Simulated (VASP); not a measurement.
# Mn (Im-3m) in VASP: a series of runs

Mn is run at these levels: PBE; tasks: single point.

Program: VASP 6.6.1. These are calculated values, not measurements. Logs are shortened: lines on timing, memory, paths and dates and some standing lists are left out, and cuts for length are marked.

**1. The cell of the first run**

The structure is cubic, space group Im-3m (No. 229). Conventional cell: a = 2.796 Å, b = 2.796 Å, c = 2.796 Å, α = 90.00°, β = 90.00°, γ = 90.00°. Mn (site symmetry m-3m) has 14 Mn at 2.42 to 2.80 Å within 3.2 Å.

This isn't the form of Mn at room conditions, which is a 58-atom cubic cell.

**2. Single point, PBE, collinear spin, ferromagnetic start (10.93 Å³/atom)**

INCAR reads:

```
SYSTEM = Mn
ALGO = Fast ; EDIFF = 1E-6
ENCUT = 520 ; GGA = PE
ISIF = 2 ; ISMEAR = 0
ISPIN = 2 ; LASPH = .TRUE.
LCHARG = .FALSE. ; LMAXMIX = 4
LORBIT = 11 ; LREAL = .FALSE.
LWAVE = .FALSE. ; MAGMOM = 0.95
NBANDS = 16 ; NELM = 150
PREC = Accurate ; SIGMA = 0.05
```

KPOINTS reads:

```
k-points
0
G
  20 20 20
  0 0 0
```

POSCAR reads:

```
Mn
1.0
   -1.3982442304      1.3982442304      1.3982442304
    1.3982442304     -1.3982442304      1.3982442304
    1.3982442304      1.3982442304     -1.3982442304
Mn
1
Direct
    0.0000000000      0.0000000000      0.0000000000
```

Potentials or basis: VASP PAW PBE potentials, release 64 (Mn_pv).

The run is started by

```bash
$ cat potpaw_PBE.64/Mn_pv/POTCAR > POTCAR
$ mpirun -np 1 vasp_std > vasp.out
```

OUTCAR:

```text
SYSTEM = Mn
   EDIFF = 1E-6
   ENCUT = 520
   GGA = PE
   ISIF = 2
   ISMEAR = 0
   ISPIN = 2
   LASPH = .TRUE.
   LORBIT = 11
   LREAL = .FALSE.
   NELM = 150
   PREC = Accurate

 ion  position               nearest neighbor table
   1  0.000  0.000  0.000-

  LATTYP: Found a body centered cubic cell.
 ALAT       =     2.7964884608

  Lattice vectors:

 A1 = (  -1.3982442304,   1.3982442304,   1.3982442304)
 A2 = (   1.3982442304,  -1.3982442304,   1.3982442304)
 A3 = (   1.3982442304,   1.3982442304,  -1.3982442304)

Analysis of symmetry for initial positions (statically):
=====================================================================
 Subroutine PRICEL returns:
 Original cell was already a primitive cell.

 Routine SETGRP: Setting up the symmetry group for a
 body centered cubic supercell.

 Subroutine GETGRP returns: Found 48 space group operations
 (whereof 48 operations were pure point group operations)
 out of a pool of 48 trial point group operations.

The static configuration has the point symmetry O_h .

Analysis of symmetry for dynamics (positions and initial velocities):
=====================================================================
 Subroutine PRICEL returns:
 Original cell was already a primitive cell.

 Routine SETGRP: Setting up the symmetry group for a
 body centered cubic supercell.

 Subroutine GETGRP returns: Found 48 space group operations
 (whereof 48 operations were pure point group operations)
 out of a pool of 48 trial point group operations.

The dynamic configuration has the point symmetry O_h .

Analysis of structural, dynamic, and magnetic symmetry:
=====================================================================
 Subroutine PRICEL returns:
 Original cell was already a primitive cell.

 Routine SETGRP: Setting up the symmetry group for a
 body centered cubic supercell.

 Subroutine GETGRP returns: Found 48 space group operations
 (whereof 48 operations were pure point group operations)
 out of a pool of 48 trial point group operations.

The overall configuration has the point symmetry O_h .

 Subroutine INISYM returns: Found 48 space group operations
 (whereof 48 operations are pure point group operations),
 and found     1 'primitive' translations

----------------------------------------------------------------------------------------

                                     Primitive cell

  volume of cell :      10.9348

  direct lattice vectors                    reciprocal lattice vectors
    -1.398244230  1.398244230  1.398244230     0.000000000  0.357591320  0.357591320
     1.398244230 -1.398244230  1.398244230     0.357591320  0.000000000  0.357591320
     1.398244230  1.398244230 -1.398244230     0.357591320  0.357591320  0.000000000

  length of vectors
     2.421830048  2.421830048  2.421830048     0.505710494  0.505710494  0.505710494

  position of ions in fractional coordinates (direct lattice)
     0.000000000  0.000000000  0.000000000

  ion indices of the primitive-cell ions
   primitive index   ion index
                 1           1

----------------------------------------------------------------------------------------

 KPOINTS: k-points

Automatic generation of k-mesh.
 Grid dimensions read from file:
 generate k-points for:   20   20   20

 Generating k-lattice:

  Cartesian coordinates                     Fractional coordinates (reciprocal lattice)
     0.000000000  0.017879566  0.017879566     0.050000000  0.000000000  0.000000000
     0.017879566  0.000000000  0.017879566     0.000000000  0.050000000  0.000000000
     0.017879566  0.017879566  0.000000000     0.000000000  0.000000000  0.050000000

  Length of vectors
     0.025285525  0.025285525  0.025285525

  Shift w.r.t. Gamma in fractional coordinates (k-lattice)
     0.000000000  0.000000000  0.000000000

 Subroutine IBZKPT returns following result:
 ===========================================

 Found    256 irreducible k-points:

 Following reciprocal coordinates:
            Coordinates               Weight
  0.000000  0.000000  0.000000      1.000000
  0.050000  0.000000  0.000000     12.000000
  0.100000  0.000000  0.000000     12.000000
  0.150000  0.000000  0.000000     12.000000
  0.200000  0.000000  0.000000     12.000000
  0.250000  0.000000  0.000000     12.000000
[... 16 lines left out ...]
  0.200000  0.100000 -0.000000     48.000000
  0.250000  0.100000 -0.000000     48.000000
 [... further k-points ...]
   k-points           NKPTS =    256   k-points in BZ     NKDIM =    256   number of bands    NBANDS=     16
   number of dos      NEDOS =    301   number of ions     NIONS =      1
   total plane-waves  NPLWV =   5832
   dimension x,y,z NGX =    18 NGY =   18 NGZ =   18
   dimension x,y,z NGXF=    36 NGYF=   36 NGZF=   36
   ions per type =               1
   NGX,Y,Z   is equivalent  to a cutoff of  12.36, 12.36, 12.36 a.u.
   NGXF,Y,Z  is equivalent  to a cutoff of  24.71, 24.71, 24.71 a.u.
 SYSTEM =  Mn
[... 114 lines left out ...]
      2     -37.5075      1.00000
      3     -37.4514      1.00000
      4       3.9343      1.00000
      5       8.5035      1.00000
      6       8.6314      1.00000
[... 8 lines left out ...]
     15      41.6845      0.00000
     16      42.6011      0.00000

 k-point    23 :       0.2000    0.1000   -0.0000
  band No.  band energies     occupation
      1     -37.8167      1.00000
      2     -37.5469      1.00000
      3     -37.4538      1.00000
      4       4.6627      1.00000
      5       8.2831      1.00000
      6       8.5298      1.00000
[... 8 lines left out ...]
     15      41.4399      0.00000
     16      42.5747      0.00000

 k-point    24 :       0.2500    0.1000   -0.0000
  band No.  band energies     occupation
      1     -37.9138      1.00000
      2     -37.5880      1.00000
      3     -37.4554      1.00000
      4       5.3305      1.00000
      5       8.0712      1.00000
      6       8.5668      1.00000
[... 8 lines left out ...]
     15      41.2204      0.00000
     16      42.8455      0.00000

 [... further k-points ...]

 spin component 2

 k-point     1 :       0.0000    0.0000    0.0000
  band No.  band energies     occupation
      1     -37.4316      1.00000
      2     -37.4316      1.00000
      3     -37.4316      1.00000
      4       2.0229      1.00000
      5       9.0217      1.00000
      6       9.0217      1.00000
[... 8 lines left out ...]
     15      45.4675      0.00000
     16      45.4676      0.00000

 k-point     2 :       0.0500    0.0000    0.0000
  band No.  band energies     occupation
      1     -37.4499      1.00000
      2     -37.4374      1.00000
      3     -37.4317      1.00000
      4       2.1336      1.00000
      5       8.9832      1.00000
      6       9.0166      1.00000
[... 8 lines left out ...]
     15      43.9161      0.00000
     16      43.9489      0.00000

 k-point     3 :       0.1000    0.0000    0.0000
  band No.  band energies     occupation
      1     -37.5027      1.00000
      2     -37.4540      1.00000
      3     -37.4319      1.00000
      4       2.4592      1.00000
      5       8.8727      1.00000
      6       8.9928      1.00000
[... 8 lines left out ...]
     15      42.0032      0.00000
     16      43.0320      0.00000

 k-point     4 :       0.1500    0.0000    0.0000
  band No.  band energies     occupation
      1     -37.5843      1.00000
      2     -37.4799      1.00000
      3     -37.4322      1.00000
      4       2.9784      1.00000
      5       8.7043      1.00000
      6       8.9312      1.00000
[... 8 lines left out ...]
     15      40.5581      0.00000
     16      43.8229      0.00000
[... 324 lines left out ...]
 k-point    22 :       0.1500    0.1000    0.0000
  band No.  band energies     occupation
      1     -37.7204      1.00000
      2     -37.5101      1.00000
      3     -37.4541      1.00000
      4       3.9337      1.00000
      5       8.5015      1.00000
      6       8.6293      1.00000
[... 8 lines left out ...]
     15      42.4349      0.00000
     16      45.8022      0.00000

 k-point    23 :       0.2000    0.1000   -0.0000
  band No.  band energies     occupation
      1     -37.8193      1.00000
      2     -37.5495      1.00000
      3     -37.4565      1.00000
      4       4.6620      1.00000
      5       8.2811      1.00000
      6       8.5278      1.00000
[... 8 lines left out ...]
     15      41.4375      0.00000
     16      42.5730      0.00000

 k-point    24 :       0.2500    0.1000   -0.0000
  band No.  band energies     occupation
      1     -37.9164      1.00000
      2     -37.5906      1.00000
      3     -37.4580      1.00000
      4       5.3296      1.00000
      5       8.0692      1.00000
      6       8.5650      1.00000
[... 8 lines left out ...]
     15      41.2188      0.00000
     16      42.8439      0.00000

 [... further k-points ...]

------------------------ aborting loop because EDIFF is reached ----------------------------------------

  FORCE on cell =-STRESS in cart. coord.  units (eV):
  Direction    XX          YY          ZZ          XY          YZ          ZX
  --------------------------------------------------------------------------------------
  -------------------------------------------------------------------------------------
  Total       -0.3091910     -0.3091910     -0.3091910     -0.0000000      0.0000000     -0.0000000
  in kB      -45.3031455    -45.3031455    -45.3031455     -0.0000000      0.0000000     -0.0000000
  external PRESSURE =     -45.3031455 kB  Pullay stress =       0.0000000 kB

 VOLUME and BASIS-vectors are now :
 -----------------------------------------------------------------------------
  energy-cutoff  :      520.00
  volume of cell :       10.93
      direct lattice vectors                 reciprocal lattice vectors
    -1.398244230  1.398244230  1.398244230     0.000000000  0.357591320  0.357591320
     1.398244230 -1.398244230  1.398244230     0.357591320  0.000000000  0.357591320
     1.398244230  1.398244230 -1.398244230     0.357591320  0.357591320  0.000000000

 POSITION                                       TOTAL-FORCE (eV/Angst)
 -----------------------------------------------------------------------------------
      0.00000      0.00000      0.00000         0.000000      0.000000     -0.000000
 -----------------------------------------------------------------------------------
    total drift:                               -0.000000     -0.000000      0.000000

  FREE ENERGIE OF THE ION-ELECTRON SYSTEM (eV)
  ---------------------------------------------------
  free  energy   TOTEN  =        -8.8382828590 eV

  energy  without entropy=       -8.8354024304  energy(sigma->0) =       -8.83684264

 total charge

# of ion       s       p       d       tot
------------------------------------------
    1        0.411   6.399   5.127  11.937

 magnetization (x)

# of ion       s       p       d       tot
------------------------------------------
    1        0.000   0.000  -0.003  -0.003
```

Wall time 3.5 min (1 thread of AMD EPYC 9R45 (Zen 5), shared host); peak memory 0.15 GiB.

Results:

```
Free energy                                           : -8.8383 eV
Pressure                                              : -4.5 GPa
Net moment                                            : 0.00 μB per cell
Valence electrons inside the program's atomic spheres : Mn 11.94
```

Levels at points of the mesh, in eV from the Fermi level:
Spin up:
```tsv
k point	band 4	band 5	band 6	band 7	band 8	band 9
(0.00, 0.00, 0.00)	-8.57	-1.57	-1.57	-1.57	0.32	0.32
(0.50, 0.00, 0.00)	-4.87	-2.99	0.31	0.61	0.63	1.86
(0.50, 0.50, 0.50)	-4.69	-4.69	1.51	1.51	1.51	10.46
```
Spin down:
| k point | band 3 | band 4 | band 5 | band 6 | band 7 | band 8 | band 9 | band 10 |
| --- | --- | --- | --- | --- | --- | --- | --- | --- |
| (0.00, 0.00, 0.00) | -48.02 | -8.57 | -1.57 | -1.57 | -1.57 | 0.32 | 0.32 | 23.58 |
| (0.50, 0.00, 0.00) | -48.03 | -4.87 | -2.99 | 0.31 | 0.61 | 0.63 | 1.86 | 9.09 |
| (0.50, 0.50, 0.50) | -48.53 | -4.70 | -4.70 | 1.51 | 1.51 | 1.51 | 10.46 | 10.46 |

Caveat: the cell stands under tension.

**3. Single point, PBE, collinear spin, ferromagnetic start**

INCAR reads:

```
PREC = Accurate
ENCUT = 520
EDIFF = 1E-7
ISMEAR = 0
SIGMA = 0.05
LREAL = False
LASPH = True
NELM = 150
ALGO = Normal
ISIF = 2
LWAVE = False
LCHARG = False
ISPIN = 2
MAGMOM = 0.5
LORBIT = 11
LMAXMIX = 4
GGA = PE
NBANDS = 16
```

KPOINTS reads:

```
regular mesh
0
Gamma
  20 20 20
```

POSCAR is that of step 2.

Potentials or basis: VASP PAW PBE potentials, release 64 (Mn_pv).

The run is started by

```bash
$ cat potpaw_PBE.64/Mn_pv/POTCAR > POTCAR
$ mpirun -np 1 vasp_std > vasp.out
```

Run time: 2.3 min. Hardware: 1 thread of AMD EPYC 9R45 (Zen 5), shared host; peak memory 0.15 GiB.

The run converged. Its results:

| Property | Result |
| --- | --- |
| Free energy | -8.8383 eV |
| Pressure | -4.2 GPa |
| Net moment | 0.00 μB per cell |
| Valence electrons inside the program's atomic spheres | Mn 11.94 |

Levels at points of the mesh, in eV from the Fermi level:
Spin up:
```csv
k point,band 4,band 5,band 6,band 7,band 8,band 9
"(0.00, 0.00, 0.00)",-8.57,-1.57,-1.57,-1.57,0.32,0.32
"(0.50, 0.00, 0.00)",-4.87,-2.99,0.31,0.61,0.63,1.86
"(0.50, 0.50, 0.50)",-4.69,-4.69,1.51,1.51,1.51,10.46
```
Spin down:
```
           k point  band 2  band 3  band 4  band 5  band 6  band 7  band 8  band 9  band 10  band 11
(0.00, 0.00, 0.00)  -48.02  -48.02   -8.57   -1.57   -1.57   -1.57    0.32    0.32    23.58    23.58
(0.50, 0.00, 0.00)  -48.26  -48.03   -4.87   -2.99    0.31    0.61    0.63    1.86     9.09    17.83
(0.50, 0.50, 0.50)  -48.53  -48.53   -4.70   -4.70    1.51    1.51    1.51   10.46    10.46    10.46
```

Caveat: the cell stands under tension.

**4. Single point, PBE, collinear spin, ferromagnetic start (10.98 Å³/atom)**

This run uses another cell than the first one, of 10.98 Å³/atom.

INCAR reads:

```
SYSTEM = Mn
ALGO = Normal
EDIFF = 1E-6
ENCUT = 520
GGA = PE
ISIF = 2
ISMEAR = 0
ISPIN = 2
LASPH = .True.
LCHARG = .True.
LELF = .True.
LMAXMIX = 4
LORBIT = 11
LREAL = .False.
LVHAR = .True.
LWAVE = .False.
MAGMOM = 1.16
NBANDS = 16
NELM = 150
PREC = Accurate
SIGMA = 0.05
```

KPOINTS reads:

```
k-points
0
Gamma
  20 20 20
  0 0 0
```

POSCAR reads:

```
Mn
1.0
   -1.4001609450      1.4001609450      1.4001609450
    1.4001609450     -1.4001609450      1.4001609450
    1.4001609450      1.4001609450     -1.4001609450
Mn
1
Direct
    0.0000000000      0.0000000000      0.0000000000
```

The run is started by

```bash
$ cat potpaw_PBE.64/Mn_pv/POTCAR > POTCAR
$ mpirun -np 1 vasp_std > vasp.out
```

Wall time 41 s (1 thread of AMD EPYC 9R45 (Zen 5), shared host); peak memory 0.15 GiB.

Results (log left out):

```
Free energy                                           : -8.8529 eV
Pressure                                              : -1.0 GPa
Net moment                                            : 0.88 μB per cell
Site moments                                          : Mn +0.88 μB
Valence electrons inside the program's atomic spheres : Mn 11.94
```

Levels at points of the mesh, in eV from the Fermi level:
Spin up:
```csv
k point,band 5,band 6,band 7,band 8,band 9,band 10
"(0.00, 0.00, 0.00)",-1.79,-1.79,-1.79,-0.07,-0.07,23.64
"(0.50, 0.00, 0.00)",-3.17,-0.04,0.21,0.65,1.58,8.89
"(0.50, 0.50, 0.50)",-4.90,1.24,1.24,1.24,10.43,10.43
```
Spin down:
```
           k point  band 3  band 4  band 5  band 6  band 7  band 8  band 9  band 10
(0.00, 0.00, 0.00)  -47.36   -8.40   -1.06   -1.06   -1.06    1.02    1.02    23.61
(0.50, 0.00, 0.00)  -47.36   -4.48   -2.52    0.76    0.96    1.33    2.43     9.46
(0.50, 0.50, 0.50)  -47.87   -4.19   -4.19    2.07    2.07    2.07   10.59    10.59
```

**5. Single point, PBE, collinear spin, ferromagnetic start**

This run uses another cell than the first one, of 12.20 Å³/atom.

INCAR reads:

```
  PREC = Accurate
  ENCUT = 520
  EDIFF = 1E-6
  ISMEAR = 0
  SIGMA = 0.05
  LREAL = False
  LASPH = True
  NELM = 150
  ALGO = Fast
  ISIF = 2
  LWAVE = False
  LCHARG = True
  ISPIN = 2
  MAGMOM = 3.5
  LORBIT = 11
  LMAXMIX = 4
  GGA = PE
  LELF = True
  LVHAR = True
  NBANDS = 16
```

KPOINTS reads:

```
Automatic mesh
0
Gamma
  20 20 20
```

POSCAR reads:

```
Mn
1.0
   -1.4502085340      1.4502085340      1.4502085340
    1.4502085340     -1.4502085340      1.4502085340
    1.4502085340      1.4502085340     -1.4502085340
Mn
1
Direct
    0.0000000000      0.0000000000      0.0000000000
```

The run is started by

```bash
$ cat potpaw_PBE.64/Mn_pv/POTCAR > POTCAR
$ mpirun -np 1 vasp_std > vasp.out
```

Run time: 63 s. Hardware: 1 thread of AMD EPYC 9R45 (Zen 5), shared host; peak memory 0.16 GiB.

It converged, with:

```yaml
Free_energy: -8.7612 eV
Pressure: -21.2 GPa
Net_moment: 1.06 μB per cell
Site_moments: Mn +1.06 μB
Valence_electrons_inside_the_program's_atomic_spheres: Mn 11.75
```

Levels at points of the mesh, in eV from the Fermi level:
Spin up:
| k point | band 5 | band 6 | band 7 | band 8 | band 9 | band 10 |
| --- | --- | --- | --- | --- | --- | --- |
| (0.00, 0.00, 0.00) | -1.54 | -1.54 | -1.54 | -0.12 | -0.12 | 22.88 |
| (0.50, 0.00, 0.00) | -2.71 | -0.08 | 0.11 | 0.66 | 1.34 | 7.88 |
| (0.50, 0.50, 0.50) | -4.22 | 1.05 | 1.05 | 1.05 | 9.70 | 9.70 |
Spin down:
| k point | band 2 | band 3 | band 4 | band 5 | band 6 | band 7 | band 8 | band 9 | band 10 | band 11 |
| --- | --- | --- | --- | --- | --- | --- | --- | --- | --- | --- |
| (0.00, 0.00, 0.00) | -47.14 | -47.14 | -7.80 | -0.67 | -0.67 | -0.67 | 1.22 | 1.22 | 22.80 | 22.80 |
| (0.50, 0.00, 0.00) | -47.31 | -47.14 | -3.77 | -1.94 | 0.75 | 1.13 | 1.48 | 2.35 | 8.54 | 17.21 |
| (0.50, 0.50, 0.50) | -47.51 | -47.51 | -3.34 | -3.34 | 2.04 | 2.04 | 2.04 | 9.85 | 9.85 | 9.85 |

Caveat: the cell stands under tension.

**6. The runs side by side**

```tsv
cell	gap on the mesh (eV)	pressure (GPa)	moment (μB)
a = 2.422 Å, angles 109.5°, 1 atom	none	-4.2	0.00
a = 2.425 Å, angles 109.5°, 1 atom	none	-1.0	0.88
a = 2.512 Å, angles 109.5°, 1 atom	none	-21.2	1.06
```

Alike in all rows: task single point; level PBE; potentials or basis VASP PAW PBE potentials, release 64 (Mn_pv); spin collinear, ferromagnetic start; k mesh 20 × 20 × 20; cutoff (eV) 520; smearing gaussian 0.05 eV.

Caveats: the cell stands under tension (at least some runs).

Total energies depend on the potentials used, so only differences within one code and one set of settings carry meaning.
